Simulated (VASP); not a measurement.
Set up this calculation in VASP 6.6.1, as the native input.

```yaml
Task: relaxation of cell and atoms
Functional: PBE
Potentials_or_basis: VASP PAW PBE potentials, release 64 (Hf_pv, C)
Cutoff: 600 eV
k_mesh: 8 × 8 × 6
Occupations: gaussian, width 0.1 eV
Spin: no spin polarisation
Dipole_correction: no
Further_INCAR_settings: ALGO = Normal; EDIFF = 1e-07; IBRION = 2; EDIFFG = -0.001; NSW = 80; ISIF = 3
```

The structure of HfC4 lies in POSCAR:

```
HfC4
1.0
    4.3168576489      0.0000000000      0.0000000000
    0.0000000000      4.4931433742      0.0000000000
    0.0000000000      0.0000000000      5.0400142607
Hf C
2 8
Direct
    0.5000000000      0.0000000000      0.5000000000
    0.0000000000      0.0000000000      0.0000000000
    0.1663229174      0.5000000000      0.7521428161
    0.3305117743      0.5000000000      0.5000000000
    0.1663229174      0.5000000000      0.2478571839
    0.3322890911      0.5000000000      0.0000000000
    0.8336770826      0.5000000000      0.2478571839
    0.6677109089      0.5000000000      0.0000000000
    0.8336770826      0.5000000000      0.7521428161
    0.6694882257      0.5000000000      0.5000000000
```

The input as run:

INCAR

```
SYSTEM = HfC4
PREC = Accurate
ENCUT = 600
EDIFF = 1E-7
ISMEAR = 0
SIGMA = 0.1
LREAL = .False.
LASPH = .True.
NELM = 100
ALGO = Normal
ISIF = 3
LWAVE = .False.
LCHARG = .False.
GGA = PE
IBRION = 2
NSW = 80
EDIFFG = -0.001
```

KPOINTS

```
Automatic mesh
0
Gamma
  8 8 6
  0 0 0
```

Potentials or basis: VASP PAW PBE potentials, release 64 (Hf_pv, C).

Run with:

```bash
$ cat potpaw_PBE.64/Hf_pv/POTCAR potpaw_PBE.64/C/POTCAR > POTCAR
$ mpirun -np 1 vasp_std > vasp.out
```

Results of the run:

```yaml
Relaxed_volume: 9.73 Å³/atom
Relaxed_cell: a = 4.317 Å, b = 4.470 Å, c = 5.040 Å, α = 90.00°, β = 90.00°, γ = 90.00°
Space_group_after_relaxing_to_0.1_Å: Pmmm (No. 47)
Energy_gained_by_relaxing: 0.2 meV/atom
Ionic_steps: 12
Pressure_after_relaxing: 0.0 GPa
Band_gap_on_the_k_mesh: zero (bands 26 and 27 overlap by 1.26 eV)
```

Caveat: spin-orbit coupling is left out, which moves the levels of the heavy elements.

Run time: 11 min on 1 thread of Intel(R) Xeon(R) 6975P-C (Granite Rapids) (shared host), peak memory 0.45 GiB.
